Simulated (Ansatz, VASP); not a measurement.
## AlB3As4 in VASP and in Ansatz

INCAR

```
ALGO     = Normal         # electronic algorithm
EDIFF    = 1E-7           # SCF threshold, eV
ENCUT    = 520            # plane-wave cutoff, eV
GGA      = PE             # functional
ISIF     = 2              # what is computed and relaxed
ISMEAR   = -1             # smearing method
LASPH    = True           # aspherical terms in the spheres
LCHARG   = False          # write CHGCAR
LREAL    = False          # projectors in reciprocal space
LWAVE    = False          # write WAVECAR
NBANDS   = 26             # bands
NELM     = 80             # most SCF steps
PREC     = Accurate       # precision mode
SIGMA    = 0.02           # smearing width, eV
```

The input KPOINTS:

```
k-points
0
Gamma
  8 4 4
```

Contents of POSCAR:

```
AlB3As4
1.0
    3.5309733192      0.0000000000      0.0000000000
    0.0000000000      3.5735555867      5.0833270768
    0.0000000000     -3.5735555867      5.0833270768
B Al As
3 1 4
Direct
    0.0000000000     -0.0029240292     -0.0029240292
    0.5000000000     -0.0037924454      0.5053134359
    0.5000000000      0.5053134359     -0.0037924454
    0.0000000000      0.4990849900      0.4990849900
    0.5000000000      0.1236615458      0.1236615458
    0.0000000000      0.1000402163      0.6339851791
    0.0000000000      0.6339851791      0.1000402163
    0.5000000000      0.6446311074      0.6446311074
```

Input for Ansatz:

```yaml
crystal:
  lattice:
    - [3.5309733192, 0.0, 0.0]
    - [0.0, 3.5735555867, 5.0833270768]
    - [0.0, -3.5735555867, 5.0833270768]
  atoms:
    - { symbol: B, position: [0.0, -0.0029240292, -0.0029240292] }
    - { symbol: B, position: [0.5, -0.0037924454, 0.5053134359] }
    - { symbol: B, position: [0.5, 0.5053134359, -0.0037924454] }
    - { symbol: Al, position: [0.0, 0.49908499, 0.49908499] }
    - { symbol: As, position: [0.5, 0.1236615458, 0.1236615458] }
    - { symbol: As, position: [0.0, 0.1000402163, 0.6339851791] }
    - { symbol: As, position: [0.0, 0.6339851791, 0.1000402163] }
    - { symbol: As, position: [0.5, 0.6446311074, 0.6446311074] }
kpoints:
  mp_grid: { grid: [8, 4, 4] }
  band_path:
    path:
      - [[0.0, 0.0, 0.0], [0.0, 0.5, 0.5], [0.0, 0.6264493644728, 0.3735506355272]]
      - [[0.0, 0.3735506355272, -0.3735506355272], [0.0, 0.0, 0.0], [0.5, 0.0, 0.0], [0.5, 0.3735506355272, -0.3735506355272]]
      - [[0.5, 0.6264493644728, 0.3735506355272], [0.5, 0.5, 0.5], [0.0, 0.5, 0.5]]
      - [[0.0, 0.0, 0.0], [0.0, 0.5, -1.813491388478e-17], [0.5, 0.5, -1.813491388478e-17], [0.5, 0.0, 0.0], [0.5, 0.5, 0.5]]
    npoints: 10
hamiltonian:
  xc: pbe
scf:
  occupations: { method: fermi_dirac, width: 0.02 }
  n_extra_bands: 6
output:
  forces: true
  stress: true
  eigenvalues: true
  write_density: true
  write_potential: true
  elf: true
  volumetric_format: npy
```

Alike in both runs: task single point; functional PBE; k mesh 8 × 4 × 4; occupations fermi-dirac, width 0.02 eV; no spin polarisation.

|  | VASP | Ansatz |
| --- | --- | --- |
| version | VASP 6.6.1 | Ansatz 0.2.0 |
| potentials or method | VASP PAW PBE potentials, release 64 (B, Al, As) | plane waves, PAW |
| plane-wave cutoff (eV) | 520 | 420 |
| valence electrons in the cell | 32 | 72 |

VASP gave:

| Item | Value |
| --- | --- |
| pressure (GPa) | 2.3 |
| traceless stress, the component that is largest in VASP (GPa) | -0.16 |
| rms of the force components (eV/Å) | 0.058 |

Problem. Which values does Ansatz return?

Solution. Pressure (GPa): 1.9; traceless stress, the component that is largest in VASP (GPa): -0.15; rms of the force components (eV/Å): 0.057.

Atom by atom the forces differ by 0.012 eV/Å (rms over components). VASP's potentials hold 32 valence electrons a cell and Ansatz's 72, so a difference there can come from the potentials and not from the codes.
